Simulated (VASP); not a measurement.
# Cr (P6_3/mmc) in VASP: notebook

The runs below take Cr through single point, with RPBE.

Program: VASP 6.6.1. These are calculated values, not measurements. Logs are shortened: lines on timing, memory, paths and dates and some standing lists are left out, and cuts for length are marked.

## (1) The cell of the first run

The structure is hexagonal, space group P6_3/mmc (No. 194). Conventional cell: a = 2.473 Å, b = 2.473 Å, c = 4.418 Å, α = 90.00°, β = 90.00°, γ = 120.00°. Within 3.3 Å of Cr (site symmetry -6m2) lie 12 Cr at 2.47 to 2.63 Å.

## (2) Single point, RPBE (volume scaled by 0.96)

Input file INCAR:

```
SYSTEM = Cr
  PREC = Accurate
  ENCUT = 520
  EDIFF = 1E-6
  ISMEAR = -1
  SIGMA = 0.1
  LREAL = .FALSE.
  LASPH = .TRUE.
  NELM = 100
  ALGO = Normal
  ISIF = 2
  LWAVE = .FALSE.
  LCHARG = .FALSE.
  GGA = RP
  NBANDS = 19
```

Input file KPOINTS:

```
regular mesh
0
G
  16 16 8
  0 0 0
```

Input file POSCAR:

```
Cr
1.0
    2.4730222662      0.0000000000      0.0000000000
   -1.2365111331      2.1417001067      0.0000000000
    0.0000000000      0.0000000000      4.4176979980
Cr
2
Direct
    0.3333333333      0.6666666667      0.2500000000
    0.6666666667      0.3333333333      0.7500000000
```

Potentials or basis: VASP PAW PBE potentials, release 64 (Cr_pv).

Launch:

```sh
> cat potpaw_PBE.64/Cr_pv/POTCAR > POTCAR
> mpirun -np 1 vasp_std > vasp.out
```

OUTCAR:

```text
SYSTEM = Cr
   PREC = Accurate
   ENCUT = 520
   EDIFF = 1E-6
   ISMEAR = -1
   LREAL = .FALSE.
   LASPH = .TRUE.
   NELM = 100
   ISIF = 2
   GGA = RP

 ion  position               nearest neighbor table
   1  0.333  0.667  0.250-   2 2.63   2 2.63   2 2.63   2 2.63   2 2.63   2 2.63
   2  0.667  0.333  0.750-   1 2.63   1 2.63   1 2.63   1 2.63   1 2.63   1 2.63

  LATTYP: Found a hexagonal cell.
 ALAT       =     2.4730222662
 C/A-ratio  =     1.7863559331

  Lattice vectors:

 A1 = (   2.4730222662,   0.0000000000,   0.0000000000)
 A2 = (  -1.2365111331,   2.1417001067,   0.0000000000)
 A3 = (   0.0000000000,   0.0000000000,   4.4176979980)

Analysis of symmetry for initial positions (statically):
=====================================================================
 Subroutine PRICEL returns:
 Original cell was already a primitive cell.

 Routine SETGRP: Setting up the symmetry group for a
 hexagonal supercell.

 Subroutine GETGRP returns: Found 24 space group operations
 (whereof 12 operations were pure point group operations)
 out of a pool of 24 trial point group operations.

The static configuration has the point symmetry D_3d.
 The point group associated with its full space group is D_6h.

Analysis of symmetry for dynamics (positions and initial velocities):
=====================================================================
 Subroutine PRICEL returns:
 Original cell was already a primitive cell.

 Routine SETGRP: Setting up the symmetry group for a
 hexagonal supercell.

 Subroutine GETGRP returns: Found 24 space group operations
 (whereof 12 operations were pure point group operations)
 out of a pool of 24 trial point group operations.

The dynamic configuration has the point symmetry D_3d.
 The point group associated with its full space group is D_6h.

 Subroutine INISYM returns: Found 24 space group operations
 (whereof 12 operations are pure point group operations),
 and found     1 'primitive' translations

----------------------------------------------------------------------------------------

                                     Primitive cell

  volume of cell :      23.3982

  direct lattice vectors                    reciprocal lattice vectors
     2.473022266  0.000000000  0.000000000     0.404363525  0.233459390  0.000000000
    -1.236511133  2.141700107  0.000000000     0.000000000  0.466918780  0.000000000
     0.000000000  0.000000000  4.417697998     0.000000000  0.000000000  0.226362237

  length of vectors
     2.473022266  2.473022266  4.417697998     0.466918780  0.466918780  0.226362237

  position of ions in fractional coordinates (direct lattice)
     0.333333333  0.666666667  0.250000000
     0.666666667  0.333333333  0.750000000

  ion indices of the primitive-cell ions
   primitive index   ion index
                 1           1
                 2           2

----------------------------------------------------------------------------------------

 KPOINTS: regular mesh

Automatic generation of k-mesh.
 Grid dimensions read from file:
 generate k-points for:   16   16    8

 Generating k-lattice:

  Cartesian coordinates                     Fractional coordinates (reciprocal lattice)
     0.025272720  0.014591212  0.000000000     0.062500000  0.000000000  0.000000000
     0.000000000  0.029182424  0.000000000     0.000000000  0.062500000  0.000000000
     0.000000000  0.000000000  0.028295280     0.000000000  0.000000000  0.125000000

  Length of vectors
     0.029182424  0.029182424  0.028295280

  Shift w.r.t. Gamma in fractional coordinates (k-lattice)
     0.000000000  0.000000000  0.000000000

 Subroutine IBZKPT returns following result:
 ===========================================

 Found    150 irreducible k-points:

 Following reciprocal coordinates:
            Coordinates               Weight
  0.000000  0.000000  0.000000      1.000000
  0.062500  0.000000  0.000000      6.000000
  0.125000  0.000000  0.000000      6.000000
  0.187500  0.000000  0.000000      6.000000
  0.250000  0.000000  0.000000      6.000000
  0.312500 -0.000000  0.000000      6.000000
[... 16 lines left out ...]
  0.187500  0.187500  0.000000      6.000000
  0.250000  0.187500  0.000000     12.000000
 [... further k-points ...]
   k-points           NKPTS =    150   k-points in BZ     NKDIM =    150   number of bands    NBANDS=     19
   number of dos      NEDOS =    301   number of ions     NIONS =      2
   total plane-waves  NPLWV =  11664
   dimension x,y,z NGX =    18 NGY =   18 NGZ =   36
   dimension x,y,z NGXF=    36 NGYF=   36 NGZF=   72
   ions per type =               2
   NGX,Y,Z   is equivalent  to a cutoff of  12.10, 12.10, 13.55 a.u.
   NGXF,Y,Z  is equivalent  to a cutoff of  24.20, 24.20, 27.09 a.u.
 SYSTEM =  Cr
   PREC   = accura    normal or accurate (medium, high low for compatibility)
   ISTART =      0    job   : 0-new  1-cont  2-samecut
   ICHARG =      2    charge: 1-file 2-atom 10-const
   ISPIN  =      1    spin polarized calculation?
   LNONCOLLINEAR =      F non collinear calculations
   LSORBIT =      F    spin-orbit coupling
   LASPH  =      T    aspherical Exc in radial PAW
   ENCUT  =  520.0 eV  38.22 Ry    6.18 a.u.   4.60  4.60  8.21*2*pi/ulx,y,z
   NELM   =    100;   NELMIN=  2; NELMDL= -5     # of ELM steps
   EDIFF  = 0.1E-05   stopping-criterion for ELM
   LREAL  =      F    real-space projection
[... 7 lines left out ...]
   TEBEG  =    0.0;   TEEND  =   0.0 temperature during run
   PSTRESS=    0.0 pullay stress
   NELECT =      24.0000    total number of electrons
   NUPDOWN=      -1.0000    fix difference up-down
   EMIN   =  10.00;   EMAX   =-10.00  energy-range for DOS
   EFERMI =   0.00;   METHOD = LEGACY
   ISMEAR =    -1;   SIGMA  =   0.10  broadening in eV -4-tet -1-fermi 0-gaus
   EFERMI_NEDOS =   21; number of points for ismear=-14 and -15
   IALGO  =     38    algorithm
   IMIX   =      4    mixing-type and parameters
     AMIX     =   0.40;   BMIX     =  1.00
     AMIX_MAG =   1.60;   BMIX_MAG =  1.00
  volume/ion in A,a.u.               =      11.70        78.95
  Fermi-wavevector in a.u.,A,eV,Ry     =   1.651015  3.119966 37.087446  2.725850
  Thomas-Fermi vector in A             =   2.739866
   LORBIT       =      0    0 simple, 1 ext, 2 COOP (PROOUT), +10 PAW based schemes
   GGA     = RP    functional components
   LHFCALC =     F    Hartree Fock is set to
   AEXX    =    0.0000 exact exchange contribution
   IVDW    =     0    specifies the selected vdW correction
   LEPSILON=     F    determine dielectric tensor
   LRPA    =     F    only Hartree local field effects (RPA)
 non-spin polarized calculation
  energy-cutoff  :      520.00
  volume of cell :       23.40
 maximum number of plane-waves:       648
   NGX =  9   NGY =  9   NGZ = 17

 number of electron      23.9999992 magnetization

 Free energy of the ion-electron system (eV)
  ---------------------------------------------------
  ext. energy  EPLUGINS =         0.00000000
  ---------------------------------------------------
  free energy    TOTEN  =       -17.20553998 eV

  energy without entropy =      -17.10108641  energy(sigma->0) =      -17.15331320

 E-fermi :  10.7505     XC(G=0): -13.4604

 val. band max:       10.7501602532   @ k =   0.3750   0.0000   0.0000
 cond. band min:      10.7505611924   @ k =   0.3125  -0.0000   0.3750
 fundamental gap:      0.0004009392
 Fermi energy:        10.7505474881

 k-point     1 :       0.0000    0.0000    0.0000
  band No.  band energies     occupation
      1     -32.5886      2.00000
      2     -31.8846      2.00000
      3     -31.7277      2.00000
      4     -31.7277      2.00000
      5     -31.6604      2.00000
      6     -31.6604      2.00000
[... 11 lines left out ...]
     18      12.9902      0.00000
     19      18.2360      0.00000

 k-point     2 :       0.0625    0.0000    0.0000
  band No.  band energies     occupation
      1     -32.5774      2.00000
      2     -31.8856      2.00000
      3     -31.7617      2.00000
      4     -31.7369      2.00000
      5     -31.6952      2.00000
      6     -31.6666      2.00000
[... 11 lines left out ...]
     18      13.4357      0.00000
     19      18.2361      0.00000

 k-point     3 :       0.1250    0.0000    0.0000
  band No.  band energies     occupation
      1     -32.5447      2.00000
      2     -31.8892      2.00000
      3     -31.8586      2.00000
      4     -31.7930      2.00000
      5     -31.7628      2.00000
      6     -31.6845      2.00000
[... 11 lines left out ...]
     18      14.3927      0.00000
     19      18.2365      0.00000

 k-point     4 :       0.1875    0.0000    0.0000
  band No.  band energies     occupation
      1     -32.4938      2.00000
      2     -32.0037      2.00000
      3     -31.9362      2.00000
      4     -31.8965      2.00000
      5     -31.8008      2.00000
      6     -31.7118      2.00000
[... 11 lines left out ...]
     18      15.5496      0.00000
     19      18.2381      0.00000

 k-point     5 :       0.2500    0.0000    0.0000
  band No.  band energies     occupation
      1     -32.4297      2.00000
      2     -32.1744      2.00000
      3     -32.1009      2.00000
      4     -31.9090      2.00000
      5     -31.8446      2.00000
      6     -31.7446      2.00000
[... 11 lines left out ...]
     18      16.8092      0.00000
     19      18.2420      0.00000

 k-point     6 :       0.3125   -0.0000    0.0000
  band No.  band energies     occupation
      1     -32.3589      2.00000
      2     -32.3442      2.00000
      3     -32.2616      2.00000
      4     -31.9280      2.00000
      5     -31.8877      2.00000
      6     -31.7778      2.00000
[... 11 lines left out ...]
     18      18.1249      0.00000
     19      18.2485      0.00000

 k-point     7 :       0.3750    0.0000    0.0000
  band No.  band energies     occupation
      1     -32.4871      2.00000
      2     -32.3953      2.00000
      3     -32.2900      2.00000
      4     -31.9528      2.00000
      5     -31.9237      2.00000
      6     -31.8061      2.00000
[... 11 lines left out ...]
     18      18.2558      0.00000
     19      18.2678      0.00000

 k-point     8 :       0.4375   -0.0000    0.0000
  band No.  band energies     occupation
      1     -32.5819      2.00000
      2     -32.4835      2.00000
      3     -32.2348      2.00000
      4     -31.9785      2.00000
      5     -31.9475      2.00000
      6     -31.8251      2.00000
[... 256 lines left out ...]
 k-point    20 :       0.3125    0.1250    0.0000
  band No.  band energies     occupation
      1     -32.4622      2.00000
      2     -32.3833      2.00000
      3     -32.2689      2.00000
      4     -31.9881      2.00000
      5     -31.9614      2.00000
      6     -31.8820      2.00000
[... 11 lines left out ...]
     18      18.2588      0.00000
     19      18.2684      0.00000

 k-point    21 :       0.3750    0.1250    0.0000
  band No.  band energies     occupation
      1     -32.5442      2.00000
      2     -32.4506      2.00000
      3     -32.2141      2.00000
      4     -32.0232      2.00000
      5     -31.9889      2.00000
      6     -31.9074      2.00000
[... 11 lines left out ...]
     18      18.2396      0.00000
     19      18.2646      0.00000

 k-point    22 :       0.4375    0.1250    0.0000
  band No.  band energies     occupation
      1     -32.5728      2.00000
      2     -32.4741      2.00000
      3     -32.1907      2.00000
      4     -32.0355      2.00000
      5     -32.0027      2.00000
      6     -31.9164      2.00000
[... 11 lines left out ...]
     18      17.5811      0.00000
     19      18.2653      0.00000

 k-point    23 :       0.1875    0.1875    0.0000
  band No.  band energies     occupation
      1     -32.3420      2.00000
      2     -32.2873      2.00000
      3     -32.2768      2.00000
      4     -31.9395      2.00000
      5     -31.9330      2.00000
      6     -31.8664      2.00000
[... 11 lines left out ...]
     18      18.2534      0.00000
     19      18.2705      0.00000

 k-point    24 :       0.2500    0.1875    0.0000
  band No.  band energies     occupation
      1     -32.3944      2.00000
      2     -32.3511      2.00000
      3     -32.2767      2.00000
      4     -32.0129      2.00000
      5     -31.9576      2.00000
      6     -31.9303      2.00000
[... 11 lines left out ...]
     18      18.2584      0.00000
     19      18.2694      0.00000

 [... further k-points ...]

------------------------ aborting loop because EDIFF is reached ----------------------------------------

  FORCE on cell =-STRESS in cart. coord.  units (eV):
  Direction    XX          YY          ZZ          XY          YZ          ZX
  --------------------------------------------------------------------------------------
  -------------------------------------------------------------------------------------
  Total        1.4280232      1.4280232      1.2972223      0.0000000     -0.0000000      0.0000000
  in kB       97.7829533     97.7829533     88.8264413      0.0000000     -0.0000000      0.0000000
  external PRESSURE =      94.7974493 kB  Pullay stress =       0.0000000 kB

 VOLUME and BASIS-vectors are now :
 -----------------------------------------------------------------------------
  energy-cutoff  :      520.00
  volume of cell :       23.40
      direct lattice vectors                 reciprocal lattice vectors
     2.473022266  0.000000000  0.000000000     0.404363525  0.233459390  0.000000000
    -1.236511133  2.141700107  0.000000000     0.000000000  0.466918780  0.000000000
     0.000000000  0.000000000  4.417697998     0.000000000  0.000000000  0.226362237

 POSITION                                       TOTAL-FORCE (eV/Angst)
 -----------------------------------------------------------------------------------
     -0.00000      1.42780      1.10442        -0.000000     -0.000000      0.000000
      1.23651      0.71390      3.31327         0.000000      0.000000      0.000000
 -----------------------------------------------------------------------------------
    total drift:                               -0.000000      0.000000     -0.000000

  FREE ENERGIE OF THE ION-ELECTRON SYSTEM (eV)
  ---------------------------------------------------
  free  energy   TOTEN  =       -17.2055399848 eV

  energy  without entropy=      -17.1010864102  energy(sigma->0) =      -17.15331320
```

Wall time 46 s (1 thread of Intel Xeon Platinum 8375C at 2.90GHz (Ice Lake), shared host); peak memory 0.17 GiB.

What came out:

- Free energy: -17.2055 eV
- Pressure: 9.5 GPa
- Band gap on the k mesh: zero (band 12 reaches 11.73 eV, above the bottom of band 13 at 10.41 eV)

Stress tensor (GPa, compression positive):
```
9.78 0.00 0.00
0.00 9.78 0.00
0.00 0.00 8.88
```

Caveat: the cell differs from its parent crystal (volume scaled by 0.96); the PAW data sets were made with another functional, which shifts forces and pressure a little; the run has no spin polarisation, though such a crystal can be magnetic.

## (3) Single point, RPBE

This run uses another cell than the first one, of 12.19 Å³/atom, 1.042 times its volume.

Input file INCAR:

```
SYSTEM = Cr
PREC = Accurate
ENCUT = 520
EDIFF = 1E-6
ISMEAR = -1
SIGMA = 0.1
LREAL = .FALSE.
LASPH = .TRUE.
NELM = 60
ALGO = Normal
ISIF = 2
LWAVE = .FALSE.
LCHARG = .TRUE.
GGA = RP
LELF = .TRUE.
LVHAR = .TRUE.
NBANDS = 19
```

Input file KPOINTS:

```
Automatic mesh
0
G
  16 16 8
  0 0 0
```

Input file POSCAR:

```
Cr
1.0
    2.5069034938      0.0000000000      0.0000000000
   -1.2534517469      2.1710421105      0.0000000000
    0.0000000000      0.0000000000      4.4782219299
Cr
2
Direct
    0.3333333333      0.6666666667      0.2500000000
    0.6666666667      0.3333333333      0.7500000000
```

Potentials or basis: VASP PAW PBE potentials, release 64 (Cr_pv).

Launch:

```sh
> cat potpaw_PBE.64/Cr_pv/POTCAR > POTCAR
> mpirun -np 1 vasp_std > vasp.out
```

It took 57 s on 1 thread of Intel Xeon Platinum 8375C at 2.90GHz (Ice Lake), shared host; peak memory 0.17 GiB.

It converged, with:

- Free energy: -17.2330 eV
- Pressure: -0.3 GPa
- Band gap on the k mesh: zero (band 12 reaches 11.12 eV, above the bottom of band 13 at 9.88 eV)

Stress tensor (GPa, compression positive):
```
-0.33  0.00  0.00
 0.00 -0.33  0.00
 0.00  0.00 -0.22
```

Levels at points of the mesh, in eV from the Fermi level:
| k point | band 10 | band 11 | band 12 | band 13 | band 14 | band 15 |
| --- | --- | --- | --- | --- | --- | --- |
| (0.00, 0.00, 0.00) | -0.33 | -0.33 | -0.29 | -0.01 | -0.01 | 1.04 |
| (0.50, 0.00, 0.00) | -0.89 | -0.62 | -0.28 | -0.13 | 2.22 | 2.71 |
| (0.00, 0.00, 0.50) | -1.56 | -0.31 | -0.31 | -0.31 | -0.31 | 1.74 |
| (0.50, 0.00, 0.50) | -2.38 | 0.92 | 0.92 | 1.22 | 1.22 | 2.78 |

Caveat: the PAW data sets were made with another functional, which shifts forces and pressure a little; the run has no spin polarisation, though such a crystal can be magnetic.

(Part 1 of 3 ends here.)
